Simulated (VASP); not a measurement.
# Os (P6_3/mmc) in VASP: further runs

The runs below take Os through single point, with revPBE.

Everything below comes from runs of VASP 6.6.1. Logs are shortened: lines on timing, memory, paths and dates and some standing lists are left out, and cuts for length are marked.

**1. The cell of the first run**

It takes space group P6_3/mmc (No. 194, hexagonal). The conventional cell has a = 2.635 Å, b = 2.635 Å, c = 8.457 Å, α = 90.00°, β = 90.00°, γ = 120.00°. Within 3.4 Å of Os (site symmetry -3m) lie 12 Os at 2.60 to 2.63 Å. Within 3.4 Å of Os (site symmetry -6m2) lie 12 Os at 2.60 to 2.63 Å.

**2. Single point, revPBE (12.71 Å³/atom)**

INCAR

```
SYSTEM = Os
PREC = Accurate
ENCUT = 520
EDIFF = 1E-6
ISMEAR = -1
SIGMA = 0.1
LREAL = .FALSE.
LASPH = .TRUE.
NELM = 100
ALGO = Normal
ISIF = 2
LWAVE = .FALSE.
LCHARG = .FALSE.
GGA = RE
NBANDS = 24
```

KPOINTS

```
regular mesh
0
G
  15 15 4
  0 0 0
```

POSCAR

```
Os
1.0
    2.6347965382      0.0000000000      0.0000000000
   -1.3173982691      2.2818007359      0.0000000000
    0.0000000000      0.0000000000      8.4573998153
Os
4
Direct
    0.0000000000      0.0000000000      0.0000000000
    1.0000000000      1.0000000000      0.5000000000
    0.3333333333      0.6666666667      0.2500000000
    0.6666666667      0.3333333333      0.7500000000
```

Potentials or basis: VASP PAW PBE potentials, release 64 (Os).

Launch:

```sh
cat potpaw_PBE.64/Os/POTCAR > POTCAR
mpirun -np 1 vasp_std > vasp.out
```

OUTCAR:

```text
SYSTEM = Os
   PREC = Accurate
   ENCUT = 520
   EDIFF = 1E-6
   ISMEAR = -1
   LREAL = .FALSE.
   LASPH = .TRUE.
   NELM = 100
   ISIF = 2
   GGA = RE

 ion  position               nearest neighbor table
   1  0.000  0.000  0.000-   3 2.60   4 2.60   4 2.60   3 2.60   4 2.60   3 2.60
   2  0.000  0.000  0.500-   3 2.60   4 2.60   4 2.60   3 2.60   4 2.60   3 2.60
   3  0.333  0.667  0.250-   1 2.60   2 2.60   1 2.60   2 2.60   1 2.60   2 2.60
   4  0.667  0.333  0.750-   1 2.60   2 2.60   1 2.60   2 2.60   1 2.60   2 2.60

  LATTYP: Found a hexagonal cell.
 ALAT       =     2.6347965382
 C/A-ratio  =     3.2098872504

  Lattice vectors:

 A1 = (   2.6347965382,   0.0000000000,   0.0000000000)
 A2 = (  -1.3173982691,   2.2818007359,   0.0000000000)
 A3 = (   0.0000000000,   0.0000000000,   8.4573998153)

Analysis of symmetry for initial positions (statically):
=====================================================================
 Subroutine PRICEL returns:
 Original cell was already a primitive cell.

 Routine SETGRP: Setting up the symmetry group for a
 hexagonal supercell.

 Subroutine GETGRP returns: Found 24 space group operations
 (whereof 12 operations were pure point group operations)
 out of a pool of 24 trial point group operations.

The static configuration has the point symmetry D_3d.
 The point group associated with its full space group is D_6h.

Analysis of symmetry for dynamics (positions and initial velocities):
=====================================================================
 Subroutine PRICEL returns:
 Original cell was already a primitive cell.

 Routine SETGRP: Setting up the symmetry group for a
 hexagonal supercell.

 Subroutine GETGRP returns: Found 24 space group operations
 (whereof 12 operations were pure point group operations)
 out of a pool of 24 trial point group operations.

The dynamic configuration has the point symmetry D_3d.
 The point group associated with its full space group is D_6h.

 Subroutine INISYM returns: Found 24 space group operations
 (whereof 12 operations are pure point group operations),
 and found     1 'primitive' translations

----------------------------------------------------------------------------------------

                                     Primitive cell

  volume of cell :      50.8466

  direct lattice vectors                    reciprocal lattice vectors
     2.634796538  0.000000000  0.000000000     0.379535947  0.219125181  0.000000000
    -1.317398269  2.281800736  0.000000000     0.000000000  0.438250363  0.000000000
     0.000000000  0.000000000  8.457399815     0.000000000  0.000000000  0.118239651

  length of vectors
     2.634796538  2.634796538  8.457399815     0.438250363  0.438250363  0.118239651

  position of ions in fractional coordinates (direct lattice)
     0.000000000  0.000000000  0.000000000
     0.000000000  0.000000000  0.500000000
     0.333333333  0.666666667  0.250000000
     0.666666667  0.333333333  0.750000000

  ion indices of the primitive-cell ions
   primitive index   ion index
                 1           1
                 2           2
                 3           3
                 4           4

----------------------------------------------------------------------------------------

 KPOINTS: regular mesh

Automatic generation of k-mesh.
 Grid dimensions read from file:
 generate k-points for:   15   15    4

 Generating k-lattice:

  Cartesian coordinates                     Fractional coordinates (reciprocal lattice)
     0.025302396  0.014608345  0.000000000     0.066666667  0.000000000  0.000000000
     0.000000000  0.029216691  0.000000000     0.000000000  0.066666667  0.000000000
     0.000000000  0.000000000  0.029559913     0.000000000  0.000000000  0.250000000

  Length of vectors
     0.029216691  0.029216691  0.029559913

  Shift w.r.t. Gamma in fractional coordinates (k-lattice)
     0.000000000  0.000000000  0.000000000

 Subroutine IBZKPT returns following result:
 ===========================================

 Found     81 irreducible k-points:

 Following reciprocal coordinates:
            Coordinates               Weight
  0.000000  0.000000  0.000000      1.000000
  0.066667  0.000000  0.000000      6.000000
  0.133333 -0.000000  0.000000      6.000000
  0.200000 -0.000000  0.000000      6.000000
  0.266667 -0.000000  0.000000      6.000000
  0.333333 -0.000000  0.000000      6.000000
[... 16 lines left out ...]
  0.333333  0.200000  0.000000     12.000000
  0.400000  0.200000  0.000000      6.000000
 [... further k-points ...]
   k-points           NKPTS =     81   k-points in BZ     NKDIM =     81   number of bands    NBANDS=     24
   number of dos      NEDOS =    301   number of ions     NIONS =      4
   total plane-waves  NPLWV =  25600
   dimension x,y,z NGX =    20 NGY =   20 NGZ =   64
   dimension x,y,z NGXF=    40 NGYF=   40 NGZF=  128
   ions per type =               4
   NGX,Y,Z   is equivalent  to a cutoff of  12.62, 12.62, 12.58 a.u.
   NGXF,Y,Z  is equivalent  to a cutoff of  25.24, 25.24, 25.16 a.u.
 SYSTEM =  Os
   PREC   = accura    normal or accurate (medium, high low for compatibility)
   ISTART =      0    job   : 0-new  1-cont  2-samecut
   ICHARG =      2    charge: 1-file 2-atom 10-const
   ISPIN  =      1    spin polarized calculation?
   LNONCOLLINEAR =      F non collinear calculations
   LSORBIT =      F    spin-orbit coupling
   LASPH  =      T    aspherical Exc in radial PAW
   ENCUT  =  520.0 eV  38.22 Ry    6.18 a.u.   4.90  4.90 15.73*2*pi/ulx,y,z
   NELM   =    100;   NELMIN=  2; NELMDL= -5     # of ELM steps
   EDIFF  = 0.1E-05   stopping-criterion for ELM
   LREAL  =      F    real-space projection
   EDIFFG = 0.1E-04   stopping-criterion for IOM
   NSW    =      0    number of steps for IOM
   IBRION =     -1    ionic relax: 0-MD 1-quasi-New 2-CG
   NFREE  =      0    steps in history (QN), initial steepest desc. (CG)
   ISIF   =      2    stress and relaxation
   ISYM   =      2    0-nonsym 1-usesym 2-fastsym
   POTIM  = 0.5000    time-step for ionic-motion
   TEBEG  =    0.0;   TEEND  =   0.0 temperature during run
   PSTRESS=    0.0 pullay stress
   NELECT =      32.0000    total number of electrons
   NUPDOWN=      -1.0000    fix difference up-down
   EMIN   =  10.00;   EMAX   =-10.00  energy-range for DOS
   EFERMI =   0.00;   METHOD = LEGACY
   ISMEAR =    -1;   SIGMA  =   0.10  broadening in eV -4-tet -1-fermi 0-gaus
   EFERMI_NEDOS =   21; number of points for ismear=-14 and -15
   IALGO  =     38    algorithm
   IMIX   =      4    mixing-type and parameters
     AMIX     =   0.40;   BMIX     =  1.00
     AMIX_MAG =   1.60;   BMIX_MAG =  1.00
  volume/ion in A,a.u.               =      12.71        85.78
  Fermi-wavevector in a.u.,A,eV,Ry     =   1.402935  2.651163 26.779355  1.968227
  Thomas-Fermi vector in A             =   2.525647
   LORBIT       =      0    0 simple, 1 ext, 2 COOP (PROOUT), +10 PAW based schemes
   GGA     = RE    functional components
   LHFCALC =     F    Hartree Fock is set to
   AEXX    =    0.0000 exact exchange contribution
   IVDW    =     0    specifies the selected vdW correction
   LEPSILON=     F    determine dielectric tensor
   LRPA    =     F    only Hartree local field effects (RPA)
 non-spin polarized calculation
  energy-cutoff  :      520.00
  volume of cell :       50.85
 maximum number of plane-waves:      1410
 NGX is ok and might be reduce to    20
   NGX =  9   NGY =  9   NGZ = 31

 number of electron      32.0000001 magnetization

 Free energy of the ion-electron system (eV)
  ---------------------------------------------------
  ext. energy  EPLUGINS =         0.00000000
  ---------------------------------------------------
  free energy    TOTEN  =       -41.31161699 eV

  energy without entropy =      -41.21829123  energy(sigma->0) =      -41.26495411

 E-fermi :  11.0354     XC(G=0): -14.5990

 val. band max:       11.0301556069   @ k =   0.1333  -0.0000   0.2500
 cond. band min:      11.0372885265   @ k =   0.2667   0.2000   0.2500
 fundamental gap:      0.0071329196
 Fermi energy:        11.0353795352

 k-point     1 :       0.0000    0.0000    0.0000
  band No.  band energies     occupation
      1      -0.7822      2.00000
      2       1.7522      2.00000
      3       1.7541      2.00000
      4       2.2923      2.00000
      5       6.8709      2.00000
      6       6.9096      2.00000
[... 16 lines left out ...]
     23      13.5838      0.00000
     24      13.5838      0.00000

 k-point     2 :       0.0667    0.0000    0.0000
  band No.  band energies     occupation
      1      -0.5779      2.00000
      2       1.9454      2.00000
      3       1.9486      2.00000
      4       2.4831      2.00000
      5       6.5139      2.00000
      6       6.7368      2.00000
[... 16 lines left out ...]
     23      13.6214      0.00000
     24      14.4745      0.00000

 k-point     3 :       0.1333   -0.0000    0.0000
  band No.  band energies     occupation
      1       0.0062      2.00000
      2       2.4583      2.00000
      3       2.4678      2.00000
      4       3.0031      2.00000
      5       5.8910      2.00000
      6       6.3085      2.00000
[... 16 lines left out ...]
     23      13.7307      0.00000
     24      16.1417      0.00000
[... 514 lines left out ...]
 k-point    23 :       0.3333    0.2000    0.0000
  band No.  band energies     occupation
      1       3.2554      2.00000
      2       3.4040      2.00000
      3       4.2218      2.00000
      4       4.6248      2.00000
      5       5.0153      2.00000
      6       5.2203      2.00000
[... 16 lines left out ...]
     23      17.8517      0.00000
     24      18.9713      0.00000

 k-point    24 :       0.4000    0.2000    0.0000
  band No.  band energies     occupation
      1       3.1531      2.00000
      2       3.3706      2.00000
      3       4.1311      2.00000
      4       4.8326      2.00000
      5       5.1742      2.00000
      6       5.3620      2.00000
[... 16 lines left out ...]
     23      18.5198      0.00000
     24      18.7176      0.00000

 [... further k-points ...]

------------------------ aborting loop because EDIFF is reached ----------------------------------------

  FORCE on cell =-STRESS in cart. coord.  units (eV):
  Direction    XX          YY          ZZ          XY          YZ          ZX
  --------------------------------------------------------------------------------------
  -------------------------------------------------------------------------------------
  Total       20.7934614     20.7934614     22.3295157     -0.0000000      0.0000000      0.0000000
  in kB      655.2027506    655.2027506    703.6038762     -0.0000000      0.0000000      0.0000000
  external PRESSURE =     671.3364591 kB  Pullay stress =       0.0000000 kB

 VOLUME and BASIS-vectors are now :
 -----------------------------------------------------------------------------
  energy-cutoff  :      520.00
  volume of cell :       50.85
      direct lattice vectors                 reciprocal lattice vectors
     2.634796538  0.000000000  0.000000000     0.379535947  0.219125181  0.000000000
    -1.317398269  2.281800736  0.000000000     0.000000000  0.438250363  0.000000000
     0.000000000  0.000000000  8.457399815     0.000000000  0.000000000  0.118239651

 POSITION                                       TOTAL-FORCE (eV/Angst)
 -----------------------------------------------------------------------------------
      0.00000      0.00000      0.00000        -0.000000      0.000000      0.000000
      0.00000      0.00000      4.22870         0.000000      0.000000      0.000000
     -0.00000      1.52120      2.11435        -0.000000      0.000000     -0.000000
      1.31740      0.76060      6.34305         0.000000     -0.000000      0.000000
 -----------------------------------------------------------------------------------
    total drift:                                0.000000     -0.000000      0.000000

  FREE ENERGIE OF THE ION-ELECTRON SYSTEM (eV)
  ---------------------------------------------------
  free  energy   TOTEN  =       -41.3116169869 eV

  energy  without entropy=      -41.2182912339  energy(sigma->0) =      -41.26495411
```

Run time: 40 s. Hardware: 1 thread of Intel Xeon 6975P-C (Granite Rapids), shared host; peak memory 0.21 GiB.

What came out:

```
Free energy            : -41.3116 eV
Pressure               : 67.1 GPa
Band gap on the k mesh : zero (bands 16 and 17 overlap by 4.19 eV)
```

Caveat: the cell stands under pressure; the PAW data sets were made with another functional, which shifts forces and pressure a little; spin-orbit coupling is left out, which moves the levels of the heavy elements.

[end of part 1 of 2]
